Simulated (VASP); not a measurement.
# Al2Cu (P4/mmm) in VASP: further runs

Al2Cu is run at these levels: r2SCAN; tasks: single point.

Everything below comes from runs of VASP 6.6.1. Logs are shortened: lines on timing, memory, paths and dates and some standing lists are left out, and cuts for length are marked.

### 1 The cell of the first run

It takes space group P4/mmm (No. 123, tetragonal). The conventional cell has a = 4.149 Å, b = 4.149 Å, c = 2.809 Å, α = 90.00°, β = 90.00°, γ = 90.00°. Al (site symmetry mmm) has 4 Cu at 2.51 Å and 6 Al at 2.81 to 2.93 Å within 3.3 Å. Cu (site symmetry 4/mmm) has 8 Al at 2.51 Å and 2 Cu at 2.81 Å within 3.3 Å.

### 2 Single point, r2SCAN (strain +0.015 along x and y, -0.015 along z)

File POSCAR:

```
Al2Cu
1.0
    4.1493487057      0.0000000000      0.0000000000
    0.0000000000      4.1493487057      0.0000000000
    0.0000000000      0.0000000000      2.8085555130
Al Cu
2 1
Direct
    0.5000000000      0.0000000000      0.5000000000
    0.0000000000      0.5000000000      0.5000000000
    0.0000000000      0.0000000000      0.0000000000
```

File INCAR.step1:

```
SYSTEM = Al2Cu
ALGO = Normal
EDIFF = 1E-4
ENCUT = 520
GGA = PE
ISMEAR = 0
LASPH = .True.
LCHARG = .False.
LREAL = .False.
LWAVE = .True.
NBANDS = 16
NELM = 80
PREC = Accurate
SIGMA = 0.15
```

File INCAR.step2:

```
SYSTEM = Al2Cu
ALGO = Normal
EDIFF = 1E-6
ENCUT = 520
ISIF = 2
ISMEAR = 0
ISTART = 1
LASPH = .True.
LCHARG = .False.
LMIXTAU = .True.
LREAL = .False.
LWAVE = .False.
METAGGA = R2SCAN
NBANDS = 16
NELM = 80
PREC = Accurate
SIGMA = 0.15
```

File KPOINTS:

```
k-points
0
Gamma
  12 12 16
  0 0 0
```

Potentials or basis: VASP PAW PBE potentials, release 64 (Al, Cu).

Started as:

```
cat potpaw_PBE.64/Al/POTCAR potpaw_PBE.64/Cu/POTCAR > POTCAR
cp INCAR.step1 INCAR
mpirun -np 1 vasp_std > vasp.out
cp INCAR.step2 INCAR
mpirun -np 1 vasp_std > vasp.out
```

OUTCAR:

```text
SYSTEM = Al2Cu
   EDIFF = 1E-6
   ENCUT = 520
   ISIF = 2
   ISMEAR = 0
   ISTART = 1
   LASPH = .True.
   LREAL = .False.
   METAGGA = R2SCAN
   NELM = 80
   PREC = Accurate

 ion  position               nearest neighbor table
   1  0.500  0.000  0.500-   3 2.51   3 2.51   3 2.51   3 2.51   2 2.93   2 2.93   2 2.93   2 2.93

   2  0.000  0.500  0.500-   3 2.51   3 2.51   3 2.51   3 2.51   1 2.93   1 2.93   1 2.93   1 2.93

   3  0.000  0.000  0.000-   1 2.51   2 2.51   1 2.51   2 2.51   2 2.51   2 2.51   1 2.51   1 2.51

  LATTYP: Found a simple tetragonal cell.
 ALAT       =     4.1493487057
 C/A-ratio  =     0.6768665909

  Lattice vectors:

 A1 = (   4.1493487057,   0.0000000000,   0.0000000000)
 A2 = (   0.0000000000,   4.1493487057,   0.0000000000)
 A3 = (   0.0000000000,   0.0000000000,   2.8085555130)

Analysis of symmetry for initial positions (statically):
=====================================================================
 Subroutine PRICEL returns:
 Original cell was already a primitive cell.

 Routine SETGRP: Setting up the symmetry group for a
 simple tetragonal supercell.

 Subroutine GETGRP returns: Found 16 space group operations
 (whereof 16 operations were pure point group operations)
 out of a pool of 16 trial point group operations.

The static configuration has the point symmetry D_4h.

Analysis of symmetry for dynamics (positions and initial velocities):
=====================================================================
 Subroutine PRICEL returns:
 Original cell was already a primitive cell.

 Routine SETGRP: Setting up the symmetry group for a
 simple tetragonal supercell.

 Subroutine GETGRP returns: Found 16 space group operations
 (whereof 16 operations were pure point group operations)
 out of a pool of 16 trial point group operations.

The dynamic configuration has the point symmetry D_4h.

 Subroutine INISYM returns: Found 16 space group operations
 (whereof 16 operations are pure point group operations),
 and found     1 'primitive' translations

----------------------------------------------------------------------------------------

                                     Primitive cell

  volume of cell :      48.3552

  direct lattice vectors                    reciprocal lattice vectors
     4.149348706  0.000000000  0.000000000     0.241001678  0.000000000  0.000000000
     0.000000000  4.149348706  0.000000000     0.000000000  0.241001678  0.000000000
     0.000000000  0.000000000  2.808555513     0.000000000  0.000000000  0.356054917

  length of vectors
[... 88 lines left out ...]
   IBRION =     -1    ionic relax: 0-MD 1-quasi-New 2-CG
   NFREE  =      0    steps in history (QN), initial steepest desc. (CG)
   ISIF   =      2    stress and relaxation
   ISYM   =      2    0-nonsym 1-usesym 2-fastsym
   POTIM  = 0.5000    time-step for ionic-motion
   TEBEG  =    0.0;   TEEND  =   0.0 temperature during run
   PSTRESS=    0.0 pullay stress
   NELECT =      17.0000    total number of electrons
   NUPDOWN=      -1.0000    fix difference up-down
   EMIN   =  10.00;   EMAX   =-10.00  energy-range for DOS
   EFERMI =   0.00;   METHOD = LEGACY
   ISMEAR =     0;   SIGMA  =   0.15  broadening in eV -4-tet -1-fermi 0-gaus
   EFERMI_NEDOS =   21; number of points for ismear=-14 and -15
   IALGO  =     38    algorithm
   IMIX   =      4    mixing-type and parameters
     AMIX     =   0.40;   BMIX     =  1.00
     AMIX_MAG =   1.60;   BMIX_MAG =  1.00
  volume/ion in A,a.u.               =      16.12       108.77
  Fermi-wavevector in a.u.,A,eV,Ry     =   1.155430  2.183445 18.164018  1.335018
  Thomas-Fermi vector in A             =   2.292058
   LORBIT       =      0    0 simple, 1 ext, 2 COOP (PROOUT), +10 PAW based schemes
   METAGGA = R2SCAN    functional components
   LHFCALC =     F    Hartree Fock is set to
   AEXX    =    0.0000 exact exchange contribution
   IVDW    =     0    specifies the selected vdW correction
   LEPSILON=     F    determine dielectric tensor
   LRPA    =     F    only Hartree local field effects (RPA)
 non-spin polarized calculation
 Gauss-broadening in eV      SIGMA  =   0.15
  energy-cutoff  :      520.00
  volume of cell :       48.36
 maximum number of plane-waves:      1344
 NGX is ok and might be reduce to    32
   NGX = 15   NGY = 15   NGZ = 11

 number of electron      16.9999997 magnetization

 Free energy of the ion-electron system (eV)
  ---------------------------------------------------
  ext. energy  EPLUGINS =         0.00000000
  ---------------------------------------------------
  free energy    TOTEN  =       -24.41113106 eV

  energy without entropy =      -24.40206338  energy(sigma->0) =      -24.40659722

 E-fermi :   7.1862     XC(G=0): -11.1470

 val. band max:        7.1714340264   @ k =   0.4167   0.4167   0.4375
 cond. band min:       7.1870412883   @ k =   0.0833   0.0000   0.0000
 fundamental gap:      0.0156072619
 Fermi energy:         7.1862275927

 k-point     1 :       0.0000    0.0000    0.0000
  band No.  band energies     occupation
      1      -3.9919      2.00000
      2       1.4359      2.00000
      3       2.0101      2.00000
      4       2.6773      2.00000
      5       3.0114      2.00000
      6       3.0114      2.00000
[... 433 lines left out ...]
      3       1.1226      2.00000
      4       2.0006      2.00000
      5       2.6452      2.00000
      6       2.9465      2.00000
[... 8 lines left out ...]
     15      18.8410      0.00000
     16      19.1136      0.00000

 [... further k-points ...]

------------------------ aborting loop because EDIFF is reached ----------------------------------------

  FORCE on cell =-STRESS in cart. coord.  units (eV):
  Direction    XX          YY          ZZ          XY          YZ          ZX
  --------------------------------------------------------------------------------------
  -------------------------------------------------------------------------------------
  Total       -0.7183234     -0.7183234      0.1502874      0.0000000      0.0000000      0.0000000
  in kB      -23.8005889    -23.8005889      4.9795513      0.0000000      0.0000000      0.0000000
  external PRESSURE =     -14.2072089 kB  Pullay stress =       0.0000000 kB

 VOLUME and BASIS-vectors are now :
 -----------------------------------------------------------------------------
  energy-cutoff  :      520.00
  volume of cell :       48.36
      direct lattice vectors                 reciprocal lattice vectors
     4.149348706  0.000000000  0.000000000     0.241001678  0.000000000  0.000000000
     0.000000000  4.149348706  0.000000000     0.000000000  0.241001678  0.000000000
     0.000000000  0.000000000  2.808555513     0.000000000  0.000000000  0.356054917

 POSITION                                       TOTAL-FORCE (eV/Angst)
 -----------------------------------------------------------------------------------
      2.07467      0.00000      1.40428         0.000000      0.000000      0.000000
      0.00000      2.07467      1.40428         0.000000      0.000000      0.000000
      0.00000      0.00000      0.00000         0.000000      0.000000      0.000000
 -----------------------------------------------------------------------------------
    total drift:                               -0.000000     -0.000000      0.000000

  FREE ENERGIE OF THE ION-ELECTRON SYSTEM (eV)
  ---------------------------------------------------
  free  energy   TOTEN  =       -24.4111310596 eV

  energy  without entropy=      -24.4020633764  energy(sigma->0) =      -24.40659722
```

OUTCAR.step1:

```text
SYSTEM = Al2Cu
   EDIFF = 1E-4
   ENCUT = 520
   GGA = PE
   ISMEAR = 0
[... 685 lines left out ...]
      2.07467      0.00000      1.40428         0.000000      0.000000      0.000000
      0.00000      2.07467      1.40428         0.000000      0.000000      0.000000
      0.00000      0.00000      0.00000         0.000000      0.000000      0.000000
 -----------------------------------------------------------------------------------
    total drift:                               -0.000000     -0.000000      0.000000

  FREE ENERGIE OF THE ION-ELECTRON SYSTEM (eV)
  ---------------------------------------------------
  free  energy   TOTEN  =       -11.2904957785 eV

  energy  without entropy=      -11.2805285589  energy(sigma->0) =      -11.28551217
```

OSZICAR.step1:

```text
N       E                     dE             d eps       ncg     rms          rms(c)
DAV:   1     0.632897265992E+02    0.63290E+02   -0.69358E+03  8096   0.111E+03
DAV:   2    -0.106611403240E+02   -0.73951E+02   -0.65645E+02  8544   0.203E+02
DAV:   3    -0.133659494082E+02   -0.27048E+01   -0.26383E+01 10984   0.437E+01
DAV:   4    -0.134266070880E+02   -0.60658E-01   -0.60636E-01  9896   0.554E+00
DAV:   5    -0.134297140535E+02   -0.31070E-02   -0.31069E-02 12736   0.140E+00    0.137E+01
DAV:   6    -0.151499777040E+02   -0.17203E+01   -0.34143E+01  9320   0.201E+02    0.113E+01
DAV:   7    -0.114216188318E+02    0.37284E+01   -0.93081E+00 10096   0.817E+01    0.208E+00
DAV:   8    -0.113666229953E+02    0.54996E-01   -0.13120E+00 12088   0.333E+01    0.233E+00
DAV:   9    -0.112894819334E+02    0.77141E-01   -0.26542E-01 10264   0.168E+01    0.209E-01
DAV:  10    -0.112923877746E+02   -0.29058E-02   -0.17358E-02 12712   0.349E+00    0.317E-01
DAV:  11    -0.112907383927E+02    0.16494E-02   -0.90351E-03 10816   0.336E+00    0.112E-01
DAV:  12    -0.112905036455E+02    0.23475E-03   -0.79747E-04 12088   0.829E-01    0.226E-02
DAV:  13    -0.112904957785E+02    0.78669E-05   -0.20228E-05  5240   0.111E-01
   1 F= -.11290496E+02 E0= -.11285512E+02  d E =-.996722E-02
```

It took 10 min on 1 thread of Intel Xeon 8259CL, shared host; peak memory 0.32 GiB.

Results:

* Free energy: -24.4111 eV
* Pressure: -1.4 GPa
* Band gap on the k mesh: zero (an odd number of electrons rules out a gap without spin polarisation)

Levels at points of the mesh, in eV from the Fermi level:
```tsv
k point	band 5	band 6	band 7	band 8	band 9	band 10	band 11	band 12	band 13	band 14
(0.00, 0.00, 0.00)	-4.17	-4.17	-2.79	-2.79	-0.26	0.88	6.20	6.20	7.07	7.42
(0.50, 0.00, 0.00)	-4.58	-4.20	-4.17	-1.45	1.44	1.70	1.78	8.58	8.82	9.75
(0.50, 0.50, 0.00)	-4.60	-4.50	-4.19	-4.19	-2.59	8.83	8.83	9.99	10.35	10.72
(0.00, 0.00, 0.50)	-5.00	-4.29	-3.02	2.35	2.77	2.77	2.81	2.81	3.41	4.41
(0.50, 0.00, 0.50)	-4.37	-4.35	-3.26	-2.44	-1.57	4.02	4.03	4.67	5.53	6.16
(0.50, 0.50, 0.50)	-4.14	-3.58	-2.52	-2.52	-0.72	-0.67	0.23	0.23	2.71	12.24
```

Caveat: the cell differs from its parent crystal (strain +0.015 along x and y, -0.015 along z); the PAW data sets were made with another functional, which shifts forces and pressure a little.

(Continued in part 2 of 2.)
